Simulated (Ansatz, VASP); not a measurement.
# Mo in VASP and in Ansatz

POSCAR

```
Mo
1.0
   -1.5764210372      1.5764210372      1.5764210372
    1.5764210372     -1.5764210372      1.5764210372
    1.5764210372      1.5764210372     -1.5764210372
Mo
1
Direct
    0.0000000000      0.0000000000      0.0000000000
```

The input INCAR.step1:

```
SYSTEM = Mo
ALGO = Normal ; EDIFF = 1E-4
ENCUT = 520 ; GGA = PE
ISMEAR = -1 ; LASPH = .True.
LCHARG = .False. ; LREAL = .False.
LWAVE = .True. ; NBANDS = 13
NELM = 60 ; PREC = Accurate
SIGMA = 0.03
```

INCAR.step2

```
SYSTEM = Mo
ALGO = Normal ; EDIFF = 1E-7
ENCUT = 520 ; ISIF = 2
ISMEAR = -1 ; ISTART = 1
LASPH = .True. ; LCHARG = .True.
LELF = .True. ; LMIXTAU = .True.
LREAL = .False. ; LVHAR = .True.
LWAVE = .False. ; METAGGA = R2SCAN
NBANDS = 13 ; NELM = 60
PREC = Accurate ; SIGMA = 0.03
```

File KPOINTS:

```
k-points
0
Gamma
  14 14 14
  0 0 0
```

Input for Ansatz:

```yaml
crystal:
  lattice:
    - [-1.5764210372, 1.5764210372, 1.5764210372]
    - [1.5764210372, -1.5764210372, 1.5764210372]
    - [1.5764210372, 1.5764210372, -1.5764210372]
  atoms:
    - { symbol: Mo, position: [0.0, 0.0, 0.0] }
hamiltonian:
  xc: r2scan
  pseudopotentials:
    kind: paw
    azcp:
      Mo: "pseudopotentials/Mo.paw.azcp"
basis:
  ecutwfc: 500
  fft_grid_basis: typed
kpoints:
  mp_grid: { grid: [14, 14, 14], shift: [0, 0, 0] }
magnetization:
  spin_polarized: false
scf:
  occupations: { method: fermi_dirac, width: 0.03 }
  lower_state_search: "off"
output:
  stress: true
  write_density: true
  write_potential: true
  elf: true
  volumetric_format: npy
```

Alike in both runs: task single point; functional r2SCAN; k mesh 14 × 14 × 14; occupations fermi-dirac, width 0.03 eV; no spin polarisation.

|  | VASP | Ansatz |
| --- | --- | --- |
| version | VASP 6.6.1 | Ansatz 0.2.0 |
| potentials or method | VASP PAW PBE potentials, release 64 (Mo_sv), cutoff 520 eV | plane waves (500 eV) with PAW, scalar-relativistic |
| valence electrons in the cell | 14 | 14 |

VASP gave:

| Item | Value |
| --- | --- |
| pressure (GPa) | 1.3 |

Question: What did Ansatz give for the same quantities?

Answer: Pressure (GPa): 0.1.

VASP's potentials were made for PBE, not for r2SCAN.
